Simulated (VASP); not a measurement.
# GaN in VASP: notebook

The runs below take GaN through single point, with LDA.

All numbers are computed with VASP 6.6.1; they aren't measurements. Logs are shortened: lines on timing, memory, paths and dates and some standing lists are left out, and cuts for length are marked.

### Step 1. The cell of the first run

It takes space group P6_3mc (No. 186, hexagonal). Conventional cell: a = 3.152 Å, b = 3.152 Å, c = 5.164 Å, α = 90.00°, β = 90.00°, γ = 120.00°. Ga (site symmetry 3m) has 4 N at 1.93 to 1.94 Å within 2.6 Å. Within 2.6 Å of N (site symmetry 3m) lie 4 Ga at 1.93 to 1.94 Å.

### Step 2. Single point, LDA (z stretched by +0.5 %, x and y held)

Input file INCAR:

```
PREC = Accurate
ENCUT = 520
EDIFF = 1E-6
ISMEAR = 0
SIGMA = 0.01
LREAL = False
LASPH = True
NELM = 80
ALGO = Normal
ISIF = 2
LWAVE = False
LCHARG = True
GGA = CA
LELF = True
LVHAR = True
NBANDS = 26
```

Input file KPOINTS:

```
regular mesh
0
Gamma
  8 8 4
```

Input file POSCAR:

```
GaN
1.0
    3.1518145673      0.0000000000      0.0000000000
   -1.5759072837      2.7295514833      0.0000000000
    0.0000000000      0.0000000000      5.1640897249
Ga N
2 2
Direct
    0.3333333333      0.6666666667     -0.0002914737
    0.6666666667      0.3333333333      0.4997085263
    0.3333333333      0.6666666667      0.3752914737
    0.6666666667      0.3333333333      0.8752914737
```

Potentials or basis: VASP PAW LDA potentials, release 64 (Ga_d, N).

Started as:

```console
> cat potpaw_LDA.64/Ga_d/POTCAR potpaw_LDA.64/N/POTCAR > POTCAR
> mpirun -np 1 vasp_std > vasp.out
```

OUTCAR:

```text
PREC = Accurate
   ENCUT = 520
   EDIFF = 1E-6
   ISMEAR = 0
   LREAL = False
   LASPH = True
   NELM = 80
   ISIF = 2
   GGA = CA

 ion  position               nearest neighbor table
   1  0.333  0.667  1.000-   4 1.93   4 1.93   4 1.93   3 1.94
   2  0.667  0.333  0.500-   3 1.93   3 1.93   3 1.93   4 1.94
   3  0.333  0.667  0.375-   2 1.93   2 1.93   2 1.93   1 1.94
   4  0.667  0.333  0.875-   1 1.93   1 1.93   1 1.93   2 1.94

  LATTYP: Found a hexagonal cell.
 ALAT       =     3.1518145673
 C/A-ratio  =     1.6384497294

  Lattice vectors:

 A1 = (   3.1518145673,   0.0000000000,   0.0000000000)
 A2 = (  -1.5759072837,   2.7295514833,   0.0000000000)
 A3 = (   0.0000000000,   0.0000000000,   5.1640897249)

Analysis of symmetry for initial positions (statically):
=====================================================================
 Subroutine PRICEL returns:
 Original cell was already a primitive cell.

 Routine SETGRP: Setting up the symmetry group for a
 hexagonal supercell.

 Subroutine GETGRP returns: Found 12 space group operations
 (whereof  6 operations were pure point group operations)
 out of a pool of 24 trial point group operations.

The static configuration has the point symmetry C_3v.
 The point group associated with its full space group is C_6v.

Analysis of symmetry for dynamics (positions and initial velocities):
=====================================================================
 Subroutine PRICEL returns:
 Original cell was already a primitive cell.

 Routine SETGRP: Setting up the symmetry group for a
 hexagonal supercell.

 Subroutine GETGRP returns: Found 12 space group operations
 (whereof  6 operations were pure point group operations)
 out of a pool of 24 trial point group operations.

The dynamic configuration has the point symmetry C_3v.
 The point group associated with its full space group is C_6v.

 Subroutine INISYM returns: Found 12 space group operations
 (whereof  6 operations are pure point group operations),
 and found     1 'primitive' translations

----------------------------------------------------------------------------------------

                                     Primitive cell

  volume of cell :      44.4269

  direct lattice vectors                    reciprocal lattice vectors
     3.151814567  0.000000000  0.000000000     0.317277549  0.183180278  0.000000000
    -1.575907284  2.729551483  0.000000000     0.000000000  0.366360556  0.000000000
     0.000000000  0.000000000  5.164089725     0.000000000  0.000000000  0.193644970

  length of vectors
     3.151814567  3.151814567  5.164089725     0.366360556  0.366360556  0.193644970

  position of ions in fractional coordinates (direct lattice)
     0.333333333  0.666666667  0.999708526
     0.666666667  0.333333333  0.499708526
     0.333333333  0.666666667  0.375291474
     0.666666667  0.333333333  0.875291474

  ion indices of the primitive-cell ions
   primitive index   ion index
                 1           1
                 2           2
                 3           3
                 4           4

----------------------------------------------------------------------------------------

 KPOINTS: regular mesh

Automatic generation of k-mesh.
 Grid dimensions read from file:
 generate k-points for:    8    8    4

 Generating k-lattice:

  Cartesian coordinates                     Fractional coordinates (reciprocal lattice)
     0.039659694  0.022897535  0.000000000     0.125000000  0.000000000  0.000000000
     0.000000000  0.045795070  0.000000000     0.000000000  0.125000000  0.000000000
     0.000000000  0.000000000  0.048411243     0.000000000  0.000000000  0.250000000

  Length of vectors
     0.045795070  0.045795070  0.048411243

  Shift w.r.t. Gamma in fractional coordinates (k-lattice)
     0.000000000  0.000000000  0.000000000

 Subroutine IBZKPT returns following result:
 ===========================================

 Found     30 irreducible k-points:

 Following reciprocal coordinates:
            Coordinates               Weight
  0.000000  0.000000  0.000000      1.000000
  0.125000 -0.000000  0.000000      6.000000
  0.250000 -0.000000  0.000000      6.000000
  0.375000 -0.000000  0.000000      6.000000
  0.500000 -0.000000  0.000000      3.000000
  0.125000  0.125000  0.000000      6.000000
[... 16 lines left out ...]
  0.250000 -0.000000  0.500000      6.000000
  0.375000 -0.000000  0.500000      6.000000
 [... further k-points ...]
   k-points           NKPTS =     30   k-points in BZ     NKDIM =     30   number of bands    NBANDS=     26
   number of dos      NEDOS =    301   number of ions     NIONS =      4
   total plane-waves  NPLWV =  23040
   dimension x,y,z NGX =    24 NGY =   24 NGZ =   40
   dimension x,y,z NGXF=    48 NGYF=   48 NGZF=   80
   ions per type =               2   2
   NGX,Y,Z   is equivalent  to a cutoff of  12.66, 12.66, 12.88 a.u.
   NGXF,Y,Z  is equivalent  to a cutoff of  25.32, 25.32, 25.75 a.u.
 SYSTEM =  unknown system
   PREC   = accura    normal or accurate (medium, high low for compatibility)
   ISTART =      0    job   : 0-new  1-cont  2-samecut
   ICHARG =      2    charge: 1-file 2-atom 10-const
   ISPIN  =      1    spin polarized calculation?
   LNONCOLLINEAR =      F non collinear calculations
   LSORBIT =      F    spin-orbit coupling
   LASPH  =      T    aspherical Exc in radial PAW
   ENCUT  =  520.0 eV  38.22 Ry    6.18 a.u.   5.86  5.86  9.60*2*pi/ulx,y,z
   NELM   =     80;   NELMIN=  2; NELMDL= -5     # of ELM steps
   EDIFF  = 0.1E-05   stopping-criterion for ELM
   LREAL  =      F    real-space projection
   EDIFFG = 0.1E-04   stopping-criterion for IOM
   NSW    =      0    number of steps for IOM
   IBRION =     -1    ionic relax: 0-MD 1-quasi-New 2-CG
   NFREE  =      0    steps in history (QN), initial steepest desc. (CG)
   ISIF   =      2    stress and relaxation
   ISYM   =      2    0-nonsym 1-usesym 2-fastsym
   POTIM  = 0.5000    time-step for ionic-motion
   TEBEG  =    0.0;   TEEND  =   0.0 temperature during run
   PSTRESS=    0.0 pullay stress
   NELECT =      36.0000    total number of electrons
   NUPDOWN=      -1.0000    fix difference up-down
   EMIN   =  10.00;   EMAX   =-10.00  energy-range for DOS
   EFERMI =   0.00;   METHOD = LEGACY
   ISMEAR =     0;   SIGMA  =   0.01  broadening in eV -4-tet -1-fermi 0-gaus
   EFERMI_NEDOS =   21; number of points for ismear=-14 and -15
   IALGO  =     38    algorithm
   IMIX   =      4    mixing-type and parameters
     AMIX     =   0.40;   BMIX     =  1.00
     AMIX_MAG =   1.60;   BMIX_MAG =  1.00
  volume/ion in A,a.u.               =      11.11        74.95
  Fermi-wavevector in a.u.,A,eV,Ry     =   1.526255  2.884204 31.694149  2.329454
  Thomas-Fermi vector in A             =   2.634313
   LORBIT       =      0    0 simple, 1 ext, 2 COOP (PROOUT), +10 PAW based schemes
   GGA     = CA    functional components
   LHFCALC =     F    Hartree Fock is set to
   AEXX    =    0.0000 exact exchange contribution
   IVDW    =     0    specifies the selected vdW correction
   LEPSILON=     F    determine dielectric tensor
   LRPA    =     F    only Hartree local field effects (RPA)
 non-spin polarized calculation
 Gauss-broadening in eV      SIGMA  =   0.01
  energy-cutoff  :      520.00
  volume of cell :       44.43
 maximum number of plane-waves:      1208
 NGX is ok and might be reduce to    24
   NGX = 11   NGY = 11   NGZ = 19

 number of electron      36.0000024 magnetization

 Free energy of the ion-electron system (eV)
  ---------------------------------------------------
  ext. energy  EPLUGINS =         0.00000000
  ---------------------------------------------------
  free energy    TOTEN  =       -27.90958717 eV

  energy without entropy =      -27.90958717  energy(sigma->0) =      -27.90958717

 E-fermi :   5.5283     XC(G=0): -12.2721

 val. band max:        5.3947481274   @ k =   0.0000   0.0000   0.0000
 cond. band min:       7.4865933236   @ k =   0.0000   0.0000   0.0000
 fundamental gap:      2.0918451962
 Fermi energy:         5.5283466935

 k-point     1 :       0.0000    0.0000    0.0000
  band No.  band energies     occupation
      1     -10.7134      2.00000
      2      -9.7517      2.00000
      3      -8.2000      2.00000
      4      -8.1813      2.00000
      5      -8.1813      2.00000
      6      -8.1159      2.00000
[... 18 lines left out ...]
     25      17.1555      0.00000
     26      17.1555      0.00000

 k-point     2 :       0.1250   -0.0000    0.0000
  band No.  band energies     occupation
      1     -10.5521      2.00000
      2      -9.7121      2.00000
      3      -8.1814      2.00000
      4      -8.1578      2.00000
      5      -8.1336      2.00000
      6      -8.0953      2.00000
[... 18 lines left out ...]
     25      16.6410      0.00000
     26      17.4807      0.00000

 k-point     3 :       0.2500   -0.0000    0.0000
  band No.  band energies     occupation
      1     -10.1746      2.00000
      2      -9.6381      2.00000
      3      -8.1394      2.00000
      4      -8.1165      2.00000
      5      -8.0513      2.00000
      6      -8.0043      2.00000
[... 18 lines left out ...]
     25      16.8323      0.00000
     26      18.1212      0.00000

 k-point     4 :       0.3750   -0.0000    0.0000
  band No.  band energies     occupation
      1      -9.8580      2.00000
      2      -9.5922      2.00000
      3      -8.1267      2.00000
      4      -8.1010      2.00000
      5      -8.0106      2.00000
      6      -7.9498      2.00000
[... 18 lines left out ...]
     25      17.2933      0.00000
     26      18.6429      0.00000
[... 496 lines left out ...]
      1     -10.0149      2.00000
      2     -10.0149      2.00000
      3      -8.1429      2.00000
      4      -8.1429      2.00000
      5      -8.1294      2.00000
      6      -8.1294      2.00000
[... 18 lines left out ...]
     25      16.2404      0.00000
     26      16.2404      0.00000

 k-point    23 :       0.2500   -0.0000    0.5000
  band No.  band energies     occupation
      1      -9.8053      2.00000
      2      -9.8053      2.00000
      3      -8.1144      2.00000
      4      -8.1144      2.00000
      5      -8.0627      2.00000
      6      -8.0627      2.00000
[... 18 lines left out ...]
     25      17.0410      0.00000
     26      17.0410      0.00000

 k-point    24 :       0.3750   -0.0000    0.5000
  band No.  band energies     occupation
      1      -9.6583      2.00000
      2      -9.6583      2.00000
      3      -8.1241      2.00000
      4      -8.1241      2.00000
      5      -8.0103      2.00000
      6      -8.0103      2.00000
[... 18 lines left out ...]
     25      17.5311      0.00000
     26      17.5311      0.00000

 [... further k-points ...]

------------------------ aborting loop because EDIFF is reached ----------------------------------------

  FORCE on cell =-STRESS in cart. coord.  units (eV):
  Direction    XX          YY          ZZ          XY          YZ          ZX
  --------------------------------------------------------------------------------------
  -------------------------------------------------------------------------------------
  Total        0.1574078      0.1574078     -0.2799416     -0.0000000      0.0000000      0.0000000
  in kB        5.6766378      5.6766378    -10.0956025     -0.0000000      0.0000000      0.0000000
  external PRESSURE =       0.4192244 kB  Pullay stress =       0.0000000 kB

 VOLUME and BASIS-vectors are now :
 -----------------------------------------------------------------------------
  energy-cutoff  :      520.00
  volume of cell :       44.43
      direct lattice vectors                 reciprocal lattice vectors
     3.151814567  0.000000000  0.000000000     0.317277549  0.183180278  0.000000000
    -1.575907284  2.729551483  0.000000000     0.000000000  0.366360556  0.000000000
     0.000000000  0.000000000  5.164089725     0.000000000  0.000000000  0.193644970

 POSITION                                       TOTAL-FORCE (eV/Angst)
 -----------------------------------------------------------------------------------
     -0.00000      1.81970      5.16258        -0.000000      0.000000      0.001642
      1.57591      0.90985      2.58054         0.000000     -0.000000      0.001642
     -0.00000      1.81970      1.93804         0.000000     -0.000000     -0.001642
      1.57591      0.90985      4.52008        -0.000000      0.000000     -0.001642
 -----------------------------------------------------------------------------------
    total drift:                               -0.000001     -0.000001      0.000120

  FREE ENERGIE OF THE ION-ELECTRON SYSTEM (eV)
  ---------------------------------------------------
  free  energy   TOTEN  =       -27.9095871693 eV

  energy  without entropy=      -27.9095871693  energy(sigma->0) =      -27.90958717
```

It took 31 s on 1 thread of AMD EPYC 7R13 (Zen 3), shared host; peak memory 0.13 GiB.

What came out:

```yaml
Free_energy: -27.9096 eV
Pressure: 0.0 GPa
Band_gap_on_the_k_mesh: 2.09 eV, direct
```

Levels at points of the mesh, in eV from the valence-band top:
```
           k point  band 16  band 17  band 18  band 19  band 20  band 21
(0.00, 0.00, 0.00)    -0.08     0.00     0.00     2.09     4.40     9.14
(0.50, 0.00, 0.00)    -2.85    -2.35    -1.05     5.01     5.62     5.93
(0.00, 0.00, 0.50)    -0.55    -0.55    -0.55     4.38     4.38     8.41
(0.50, 0.00, 0.50)    -2.03    -2.01    -2.01     4.34     4.34     7.77
```

Caveat: the cell differs from its parent crystal (z stretched by +0.5 %, x and y held).

(Continued in part 2 of 2.)
